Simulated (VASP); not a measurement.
Input of a VASP 6.6.1 run:

The input INCAR:

```
SYSTEM = ZnSe
PREC = Accurate ; ENCUT = 520
EDIFF = 1E-6 ; ISMEAR = -1
SIGMA = 0.02 ; LREAL = .FALSE.
LASPH = .TRUE. ; NELM = 60
ALGO = Normal ; ISIF = 2
LWAVE = .FALSE. ; LCHARG = .TRUE.
GGA = PE ; LELF = .TRUE.
LVHAR = .TRUE. ; NBANDS = 16
```

File KPOINTS:

```
regular mesh
0
G
  8 8 8
  0 0 0
```

POSCAR

```
ZnSe
1.0
    0.0000000000      2.8324206844      2.8324206844
    2.8324206844      0.0000000000      2.8324206844
    2.8324206844      2.8324206844      0.0000000000
Zn Se
1 1
Direct
    0.0000000000      0.0000000000      0.0000000000
    0.2500000000      0.2500000000      0.2500000000
```

Potentials or basis: VASP PAW PBE potentials, release 64 (Zn, Se).

Launch:

```bash
$ cat potpaw_PBE.64/Zn/POTCAR potpaw_PBE.64/Se/POTCAR > POTCAR
$ mpirun -np 1 vasp_std > vasp.out
```

Q: What does it give for the pressure?

A: 2.4 GPa.

Q: Predict the band gap on the k mesh.

A: 1.30 eV, direct.

PBE gaps usually lie below the measured ones, often by a third to a half.
